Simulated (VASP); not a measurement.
# CuO (F-43m) in VASP: settings compared

CuO is run at these levels: PBE, LDA; tasks: single point.

All numbers are computed with VASP 6.6.1; they aren't measurements. Logs are shortened: lines on timing, memory, paths and dates and some standing lists are left out, and cuts for length are marked.

**1. The cell of the first run**

Symmetry: F-43m, No. 216, cubic system. Conventional cell: a = 4.716 Å, b = 4.716 Å, c = 4.716 Å, α = 90.00°, β = 90.00°, γ = 90.00°. Within 2.7 Å of Cu (site symmetry -43m) lie 4 O at 2.04 Å. Within 2.7 Å of O (site symmetry -43m) lie 4 Cu at 2.04 Å.

**2. Single point, PBE (volume scaled by 1.04)**

INCAR

```
PREC = Accurate
ENCUT = 520
EDIFF = 1E-7
ISMEAR = -1
SIGMA = 0.05
LREAL = False
LASPH = True
NELM = 60
ALGO = Normal
ISIF = 2
LWAVE = False
LCHARG = True
GGA = PE
LELF = True
LVHAR = True
NBANDS = 16
```

KPOINTS

```
regular mesh
0
Gamma
  10 10 10
```

POSCAR

```
CuO
1.0
    0.0000000000      2.3578779885      2.3578779885
    2.3578779885      0.0000000000      2.3578779885
    2.3578779885      2.3578779885      0.0000000000
Cu O
1 1
Direct
    0.0000000000      0.0000000000      0.0000000000
    0.2500000000      0.2500000000      0.2500000000
```

Potentials or basis: VASP PAW PBE potentials, release 64 (Cu, O).

Command:

```console
$ cat potpaw_PBE.64/Cu/POTCAR potpaw_PBE.64/O/POTCAR > POTCAR
$ mpirun -np 1 vasp_std > vasp.out
```

OUTCAR:

```text
PREC = Accurate
   ENCUT = 520
   EDIFF = 1E-7
   ISMEAR = -1
   LREAL = False
   LASPH = True
   NELM = 60
   ISIF = 2
   GGA = PE

 ion  position               nearest neighbor table
   1  0.000  0.000  0.000-   2 2.04   2 2.04   2 2.04   2 2.04
   2  0.250  0.250  0.250-   1 2.04   1 2.04   1 2.04   1 2.04

  LATTYP: Found a face centered cubic cell.
 ALAT       =     4.7157559770

  Lattice vectors:

 A1 = (   0.0000000000,   2.3578779885,   2.3578779885)
 A2 = (   2.3578779885,   0.0000000000,   2.3578779885)
 A3 = (   2.3578779885,   2.3578779885,   0.0000000000)

Analysis of symmetry for initial positions (statically):
=====================================================================
 Subroutine PRICEL returns:
 Original cell was already a primitive cell.

 Routine SETGRP: Setting up the symmetry group for a
 face centered cubic supercell.

 Subroutine GETGRP returns: Found 24 space group operations
 (whereof 24 operations were pure point group operations)
 out of a pool of 48 trial point group operations.

The static configuration has the point symmetry T_d .

Analysis of symmetry for dynamics (positions and initial velocities):
=====================================================================
 Subroutine PRICEL returns:
 Original cell was already a primitive cell.

 Routine SETGRP: Setting up the symmetry group for a
 face centered cubic supercell.

 Subroutine GETGRP returns: Found 24 space group operations
 (whereof 24 operations were pure point group operations)
 out of a pool of 48 trial point group operations.

The dynamic configuration has the point symmetry T_d .

 Subroutine INISYM returns: Found 24 space group operations
 (whereof 24 operations are pure point group operations),
 and found     1 'primitive' translations

----------------------------------------------------------------------------------------

                                     Primitive cell

  volume of cell :      26.2177

  direct lattice vectors                    reciprocal lattice vectors
     0.000000000  2.357877988  2.357877988    -0.212055078  0.212055078  0.212055078
     2.357877988  0.000000000  2.357877988     0.212055078 -0.212055078  0.212055078
     2.357877988  2.357877988  0.000000000     0.212055078  0.212055078 -0.212055078

  length of vectors
     3.334543030  3.334543030  3.334543030     0.367290169  0.367290169  0.367290169

  position of ions in fractional coordinates (direct lattice)
     0.000000000  0.000000000  0.000000000
     0.250000000  0.250000000  0.250000000

  ion indices of the primitive-cell ions
   primitive index   ion index
                 1           1
                 2           2

----------------------------------------------------------------------------------------

 KPOINTS: regular mesh

Automatic generation of k-mesh.
 Grid dimensions read from file:
 generate k-points for:   10   10   10

 Generating k-lattice:

  Cartesian coordinates                     Fractional coordinates (reciprocal lattice)
    -0.021205508  0.021205508  0.021205508     0.100000000  0.000000000  0.000000000
     0.021205508 -0.021205508  0.021205508     0.000000000  0.100000000  0.000000000
     0.021205508  0.021205508 -0.021205508     0.000000000  0.000000000  0.100000000

  Length of vectors
     0.036729017  0.036729017  0.036729017

  Shift w.r.t. Gamma in fractional coordinates (k-lattice)
     0.000000000  0.000000000  0.000000000

 Subroutine IBZKPT returns following result:
 ===========================================

 Found     47 irreducible k-points:

 Following reciprocal coordinates:
            Coordinates               Weight
  0.000000  0.000000  0.000000      1.000000
  0.100000  0.000000  0.000000      8.000000
  0.200000  0.000000  0.000000      8.000000
  0.300000  0.000000  0.000000      8.000000
  0.400000  0.000000  0.000000      8.000000
  0.500000  0.000000  0.000000      4.000000
[... 16 lines left out ...]
  0.300000  0.300000  0.000000      6.000000
  0.400000  0.300000  0.000000     24.000000
 [... further k-points ...]
   k-points           NKPTS =     47   k-points in BZ     NKDIM =     47   number of bands    NBANDS=     16
   number of dos      NEDOS =    301   number of ions     NIONS =      2
   total plane-waves  NPLWV =  21952
   dimension x,y,z NGX =    28 NGY =   28 NGZ =   28
   dimension x,y,z NGXF=    56 NGYF=   56 NGZF=   56
   ions per type =               1   1
   NGX,Y,Z   is equivalent  to a cutoff of  13.96, 13.96, 13.96 a.u.
   NGXF,Y,Z  is equivalent  to a cutoff of  27.92, 27.92, 27.92 a.u.
 SYSTEM =  unknown system
   PREC   = accura    normal or accurate (medium, high low for compatibility)
   ISTART =      0    job   : 0-new  1-cont  2-samecut
   ICHARG =      2    charge: 1-file 2-atom 10-const
   ISPIN  =      1    spin polarized calculation?
   LNONCOLLINEAR =      F non collinear calculations
   LSORBIT =      F    spin-orbit coupling
   LASPH  =      T    aspherical Exc in radial PAW
   ENCUT  =  520.0 eV  38.22 Ry    6.18 a.u.   6.20  6.20  6.20*2*pi/ulx,y,z
   NELM   =     60;   NELMIN=  2; NELMDL= -5     # of ELM steps
   EDIFF  = 0.1E-06   stopping-criterion for ELM
   LREAL  =      F    real-space projection
   EDIFFG = 0.1E-05   stopping-criterion for IOM
   NSW    =      0    number of steps for IOM
   IBRION =     -1    ionic relax: 0-MD 1-quasi-New 2-CG
   NFREE  =      0    steps in history (QN), initial steepest desc. (CG)
   ISIF   =      2    stress and relaxation
   ISYM   =      2    0-nonsym 1-usesym 2-fastsym
   POTIM  = 0.5000    time-step for ionic-motion
   TEBEG  =    0.0;   TEEND  =   0.0 temperature during run
   PSTRESS=    0.0 pullay stress
   NELECT =      17.0000    total number of electrons
   NUPDOWN=      -1.0000    fix difference up-down
   EMIN   =  10.00;   EMAX   =-10.00  energy-range for DOS
   EFERMI =   0.00;   METHOD = LEGACY
   ISMEAR =    -1;   SIGMA  =   0.05  broadening in eV -4-tet -1-fermi 0-gaus
   EFERMI_NEDOS =   21; number of points for ismear=-14 and -15
   IALGO  =     38    algorithm
   IMIX   =      4    mixing-type and parameters
     AMIX     =   0.40;   BMIX     =  1.00
     AMIX_MAG =   1.60;   BMIX_MAG =  1.00
  volume/ion in A,a.u.               =      13.11        88.46
  Fermi-wavevector in a.u.,A,eV,Ry     =   1.416967  2.677680 27.317725  2.007796
  Thomas-Fermi vector in A             =   2.538247
   LORBIT       =      0    0 simple, 1 ext, 2 COOP (PROOUT), +10 PAW based schemes
   GGA     = PE    functional components
   LHFCALC =     F    Hartree Fock is set to
   AEXX    =    0.0000 exact exchange contribution
   IVDW    =     0    specifies the selected vdW correction
   LEPSILON=     F    determine dielectric tensor
   LRPA    =     F    only Hartree local field effects (RPA)
 non-spin polarized calculation
  energy-cutoff  :      520.00
  volume of cell :       26.22
 maximum number of plane-waves:       725
 NGX is ok and might be reduce to    28
   NGX = 13   NGY = 13   NGZ = 13

 number of electron      17.0000006 magnetization

 Free energy of the ion-electron system (eV)
  ---------------------------------------------------
  ext. energy  EPLUGINS =         0.00000000
  ---------------------------------------------------
  free energy    TOTEN  =        -9.44186001 eV

  energy without entropy =       -9.41752092  energy(sigma->0) =       -9.42969047

 E-fermi :   2.6587     XC(G=0): -10.3690

 val. band max:        2.6520493964   @ k =   0.3000   0.2000   0.0000
 cond. band min:       2.6591181171   @ k =   0.5000   0.0000   0.0000
 fundamental gap:      0.0070687207
 Fermi energy:         2.6586609697

 k-point     1 :       0.0000    0.0000    0.0000
  band No.  band energies     occupation
      1     -15.3465      2.00000
      2      -1.4706      2.00000
      3      -1.4706      2.00000
      4      -1.4706      2.00000
      5       0.9099      2.00000
      6       0.9099      2.00000
[... 8 lines left out ...]
     15      22.7459      0.00000
     16      22.7459      0.00000

 k-point     2 :       0.1000    0.0000    0.0000
  band No.  band energies     occupation
      1     -15.3012      2.00000
      2      -1.6105      2.00000
      3      -1.4446      2.00000
      4      -1.4446      2.00000
      5       0.9024      2.00000
      6       0.9024      2.00000
[... 8 lines left out ...]
     15      22.0346      0.00000
     16      22.0346      0.00000

 k-point     3 :       0.2000    0.0000    0.0000
  band No.  band energies     occupation
      1     -15.1811      2.00000
      2      -1.9135      2.00000
      3      -1.3790      2.00000
      4      -1.3790      2.00000
      5       0.8949      2.00000
      6       0.8949      2.00000
[... 8 lines left out ...]
     15      21.4593      0.00000
     16      21.4593      0.00000

 k-point     4 :       0.3000    0.0000    0.0000
  band No.  band energies     occupation
      1     -15.0289      2.00000
      2      -2.1936      2.00000
      3      -1.3045      2.00000
      4      -1.3045      2.00000
      5       0.9162      2.00000
      6       0.9162      2.00000
[... 8 lines left out ...]
     15      21.6946      0.00000
     16      21.6946      0.00000

 k-point     5 :       0.4000    0.0000    0.0000
  band No.  band energies     occupation
      1     -14.9026      2.00000
      2      -2.3591      2.00000
      3      -1.2513      2.00000
      4      -1.2513      2.00000
      5       0.9677      2.00000
      6       0.9677      2.00000
[... 8 lines left out ...]
     15      22.4499      0.00000
     16      22.4499      0.00000

 k-point     6 :       0.5000    0.0000    0.0000
  band No.  band energies     occupation
      1     -14.8535      2.00000
      2      -2.4088      2.00000
      3      -1.2330      2.00000
      4      -1.2330      2.00000
      5       0.9986      2.00000
      6       0.9986      2.00000
[... 8 lines left out ...]
     15      22.9044      0.00000
     16      22.9044      0.00000
[... 267 lines left out ...]
 k-point    21 :      -0.3000    0.2000    0.0000
  band No.  band energies     occupation
      1     -14.8608      2.00000
      2      -2.0974      2.00000
      3      -1.4631      2.00000
      4      -1.1796      2.00000
      5       0.8617      2.00000
      6       0.9772      2.00000
[... 8 lines left out ...]
     15      21.4629      0.00000
     16      24.5345      0.00000

 k-point    22 :      -0.2000    0.2000    0.0000
  band No.  band energies     occupation
      1     -14.9786      2.00000
      2      -2.1162      2.00000
      3      -1.3975      2.00000
      4      -1.2561      2.00000
      5       0.8284      2.00000
      6       0.9876      2.00000
[... 8 lines left out ...]
     15      21.1965      0.00000
     16      24.5943      0.00000

 k-point    23 :       0.3000    0.3000    0.0000
  band No.  band energies     occupation
      1     -14.9296      2.00000
      2      -2.3364      2.00000
      3      -1.1393      2.00000
      4      -1.1393      2.00000
      5       0.6826      2.00000
      6       1.0259      2.00000
[... 8 lines left out ...]
     15      24.4862      0.00000
     16      26.2438      0.00000

 k-point    24 :       0.4000    0.3000    0.0000
  band No.  band energies     occupation
      1     -14.8322      2.00000
      2      -2.3804      2.00000
      3      -1.0913      2.00000
      4      -1.0497      2.00000
      5       0.7020      2.00000
      6       1.0468      2.00000
[... 8 lines left out ...]
     15      24.2808      0.00000
     16      26.3174      0.00000

 [... further k-points ...]
[... 5 lines left out ...]
  --------------------------------------------------------------------------------------
  -------------------------------------------------------------------------------------
  Total       -2.0231757     -2.0231757     -2.0231757      0.0000000     -0.0000000      0.0000000
  in kB     -123.6374937   -123.6374937   -123.6374937      0.0000000     -0.0000000      0.0000000
  external PRESSURE =    -123.6374937 kB  Pullay stress =       0.0000000 kB

 VOLUME and BASIS-vectors are now :
 -----------------------------------------------------------------------------
  energy-cutoff  :      520.00
  volume of cell :       26.22
      direct lattice vectors                 reciprocal lattice vectors
     0.000000000  2.357877988  2.357877988    -0.212055078  0.212055078  0.212055078
     2.357877988  0.000000000  2.357877988     0.212055078 -0.212055078  0.212055078
     2.357877988  2.357877988  0.000000000     0.212055078  0.212055078 -0.212055078

 POSITION                                       TOTAL-FORCE (eV/Angst)
 -----------------------------------------------------------------------------------
      0.00000      0.00000      0.00000        -0.000000     -0.000000     -0.000000
      1.17894      1.17894      1.17894         0.000000      0.000000      0.000000
 -----------------------------------------------------------------------------------
    total drift:                                0.000000      0.000000      0.000000

  FREE ENERGIE OF THE ION-ELECTRON SYSTEM (eV)
  ---------------------------------------------------
  free  energy   TOTEN  =        -9.4418600117 eV

  energy  without entropy=       -9.4175209211  energy(sigma->0) =       -9.42969047
```

Wall time 76 s (1 thread of AMD EPYC 7R13, shared host); peak memory 0.13 GiB.

What came out:

| Property | Result |
| --- | --- |
| Free energy | -9.4419 eV |
| Pressure | -12.4 GPa |

Caveat: the cell differs from its parent crystal (volume scaled by 1.04); an odd number of electrons without spin polarisation forces a metal; a magnetic or distorted state may lie lower; semilocal functionals often make such compounds metallic where correlation or magnetic order opens a gap, which also shifts bond lengths.

**3. Single point, PBE**

This run uses another cell than the first one, of 12.60 Å³/atom, 0.962 times its volume.

INCAR

```
SYSTEM = CuO
ALGO     = Normal         ! electronic algorithm
EDIFF    = 1E-7           ! SCF threshold, eV
ENCUT    = 520            ! plane-wave cutoff, eV
GGA      = PE             ! functional
ISIF     = 2              ! what is computed and relaxed
ISMEAR   = -1             ! smearing method
LASPH    = .True.         ! aspherical terms in the spheres
LCHARG   = .False.        ! write CHGCAR
LREAL    = .False.        ! projectors in reciprocal space
LWAVE    = .False.        ! write WAVECAR
NBANDS   = 16             ! bands
NELM     = 80             ! most SCF steps
PREC     = Accurate       ! precision mode
SIGMA    = 0.05           ! smearing width, eV
```

KPOINTS

```
k-points
0
Gamma
  6 6 6
  0 0 0
```

POSCAR

```
CuO
1.0
    0.0000000000      2.3272527300      2.3272527300
    2.3272527300      0.0000000000      2.3272527300
    2.3272527300      2.3272527300      0.0000000000
Cu O
1 1
Direct
    0.0000000000      0.0000000000      0.0000000000
    0.2500000000      0.2500000000      0.2500000000
```

Potentials or basis: VASP PAW PBE potentials, release 64 (Cu, O).

Command:

```console
$ cat potpaw_PBE.64/Cu/POTCAR potpaw_PBE.64/O/POTCAR > POTCAR
$ mpirun -np 1 vasp_std > vasp.out
```

Run time: 6 s. Hardware: 1 thread of Intel Xeon Platinum 8259CL at 2.50GHz (Skylake/Cascade Lake), shared host; peak memory 0.13 GiB.

The run converged. Its results:

```
Free energy : -9.5006 eV
Pressure    : -9.0 GPa
```

Levels at points of the mesh, in eV from the Fermi level:
```csv
k point,band 7,band 8,band 9,band 10,band 11,band 12
"(0.00, 0.00, 0.00)",0.72,0.72,0.72,0.90,13.86,13.86
"(0.50, 0.00, 0.00)",-1.66,0.00,0.00,5.83,7.64,13.52
"(0.50, 0.50, 0.00)",-1.28,-1.01,-1.01,5.79,9.22,11.37
```

Caveat: the k points lie up to 0.39 Å⁻¹ apart; an odd number of electrons without spin polarisation forces a metal; a magnetic or distorted state may lie lower; semilocal functionals often make such compounds metallic where correlation or magnetic order opens a gap, which also shifts bond lengths.

**4. Single point, LDA**

This run uses another cell than the first one, of 10.59 Å³/atom, 0.808 times its volume.

INCAR

```
SYSTEM = CuO
ALGO = Normal
EDIFF = 1E-7
ENCUT = 520
GGA = CA
ISIF = 2
ISMEAR = -1
LASPH = .True.
LCHARG = .True.
LELF = .True.
LREAL = .False.
LVHAR = .True.
LWAVE = .False.
NBANDS = 16
NELM = 60
PREC = Accurate
SIGMA = 0.05
```

KPOINTS

```
k-points
0
Gamma
  10 10 10
  0 0 0
```

POSCAR

```
CuO
1.0
    0.0000000000      2.1958589211      2.1958589211
    2.1958589211      0.0000000000      2.1958589211
    2.1958589211      2.1958589211      0.0000000000
Cu O
1 1
Direct
    0.0000000000      0.0000000000      0.0000000000
    0.2500000000      0.2500000000      0.2500000000
```

Potentials or basis: VASP PAW LDA potentials, release 64 (Cu, O).

Command:

```console
$ cat potpaw_LDA.64/Cu/POTCAR potpaw_LDA.64/O/POTCAR > POTCAR
$ mpirun -np 1 vasp_std > vasp.out
```

Wall time 11 s (1 thread of Intel Xeon Platinum 8259CL at 2.50GHz (Skylake/Cascade Lake), shared host); peak memory 0.13 GiB.

It converged, with:

* Free energy: -11.3494 eV
* Pressure: 1.0 GPa

Levels at points of the mesh, in eV from the Fermi level:
```tsv
k point	band 5	band 6	band 7	band 8	band 9	band 10	band 11	band 12	band 13	band 14
(0.00, 0.00, 0.00)	-2.30	-2.30	0.91	0.91	0.91	1.10	14.74	14.74	14.74	21.61
(0.50, 0.00, 0.00)	-2.17	-2.17	-2.04	-0.03	-0.03	6.41	8.17	14.32	14.32	18.53
(0.50, 0.50, 0.00)	-2.65	-2.02	-1.55	-1.32	-1.32	5.90	10.73	11.55	15.42	15.42
```

Caveat: an odd number of electrons without spin polarisation forces a metal; a magnetic or distorted state may lie lower; semilocal functionals often make such compounds metallic where correlation or magnetic order opens a gap, which also shifts bond lengths.

(Continued in part 2 of 2.)
